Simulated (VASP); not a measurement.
**Y3VCo: single point with PBE**

The system is Y3VCo.

```xyz
5
Lattice="4.6058 0.0000 0.0000 0.0000 4.6058 0.0000 0.0000 0.0000 4.6058" Properties=species:S:1:pos:R:3 pbc="T T T"
Y     0.0000    2.3029    2.3029
Y     2.3029    0.0000    2.3029
Y     2.3029    2.3029    0.0000
V     0.0000    0.0000    0.0000
Co    2.3029    2.3029    2.3029
```

```json
{
  "Program": "VASP 6.6.1",
  "Task": "single point",
  "Functional": "PBE",
  "Potentials or basis": "VASP PAW PBE potentials, release 64 (Y_sv, V_sv, Co)",
  "Cutoff": "520 eV",
  "k mesh": "4 × 4 × 4",
  "Occupations": "gaussian, width 0.1 eV",
  "Spin": "collinear spin, ferromagnetic start",
  "Starting moments": "[0.0, 0.0, 0.0, 2.0, 3.0] μB"
}
```

```json
{
 "Pressure": "28.1 GPa",
 "Net moment": "0.00 μB per cell",
 "Valence electrons inside the program's atomic spheres": "Y 10.37; V 11.36; Co 9.10"
}
```

Levels at points of the mesh, in eV from the Fermi level:
Spin up:
```csv
k point,band 25,band 26,band 27,band 28,band 29,band 30
"(0.00, 0.00, 0.00)",-1.92,-0.24,-0.24,-0.24,2.47,2.47
"(0.50, 0.00, 0.00)",-0.61,-0.41,-0.14,-0.14,0.51,1.14
"(0.50, 0.50, 0.00)",-0.93,-0.08,-0.02,0.04,0.27,0.27
"(0.50, 0.50, 0.50)",-1.34,0.46,0.46,0.47,0.47,0.47
```
Spin down:
| k point | band 25 | band 26 | band 27 | band 28 | band 29 | band 30 |
| --- | --- | --- | --- | --- | --- | --- |
| (0.00, 0.00, 0.00) | -1.92 | -0.24 | -0.24 | -0.24 | 2.47 | 2.47 |
| (0.50, 0.00, 0.00) | -0.61 | -0.41 | -0.14 | -0.14 | 0.51 | 1.14 |
| (0.50, 0.50, 0.00) | -0.93 | -0.08 | -0.02 | 0.04 | 0.27 | 0.27 |
| (0.50, 0.50, 0.50) | -1.34 | 0.46 | 0.46 | 0.47 | 0.47 | 0.47 |

It took 4.2 min on 1 thread of Oxide Virtual Turin-like Processor (shared host), peak memory 0.25 GiB.

Caveat: the cell stands under pressure; the moments typed at the start vanished in this run.
